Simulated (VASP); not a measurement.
# ScAl3: single point with PBE

The system is ScAl3.

```
CELL_PARAMETERS angstrom
-2.01280 2.01280 4.42320
2.01280 -2.01280 4.42320
2.01280 2.01280 -4.42320
ATOMIC_POSITIONS crystal
Sc 0.00000 0.00000 0.00000
Al 0.75000 0.25000 0.50000
Al 0.25000 0.75000 0.50000
Al 0.50000 0.50000 0.00000
```

```yaml
Program: VASP 6.6.1
Task: single point
Functional: PBE
Potentials_or_basis: VASP PAW PBE potentials, release 64 (Sc_sv, Al)
Cutoff: 520 eV
k_mesh: 2 × 2 × 2
Occupations: gaussian, width 0.1 eV
Spin: no spin polarisation
Dipole_correction: no
Further_INCAR_settings: ALGO = Fast; EDIFF = 1e-06; NBANDS = 18
```

```
Pressure               : -1.6 GPa
Band gap on the k mesh : zero (bands 10 and 11 overlap by 0.91 eV)
```

Stress tensor (GPa, compression positive):
```
-1.28  0.00  0.00
 0.00 -1.28  0.00
 0.00  0.00 -2.35
```

Levels at points of the mesh, in eV from the Fermi level:
```tsv
k point	band 7	band 8	band 9	band 10	band 11	band 12	band 13	band 14
(0.00, 0.00, 0.00)	-2.79	-1.50	-1.50	-1.27	0.82	1.10	1.10	1.49
(0.50, 0.00, 0.00)	-3.63	-3.33	-1.12	0.00	0.83	1.25	2.15	2.50
(0.50, 0.50, 0.00)	-4.83	-3.98	-2.91	-2.35	-0.91	2.22	2.29	2.39
(0.50, 0.50, 0.50)	-2.22	-1.52	-1.52	-0.18	1.22	1.22	1.68	3.17
```

Run time: 12 s on 1 thread of Intel(R) Xeon(R) Platinum 8375C CPU @ 2.90GHz (Ice Lake), with other jobs on the host, peak memory 0.23 GiB.

Caveat: the k points lie up to 0.86 Å⁻¹ apart, too coarse for converged energies and pressures of a metal.
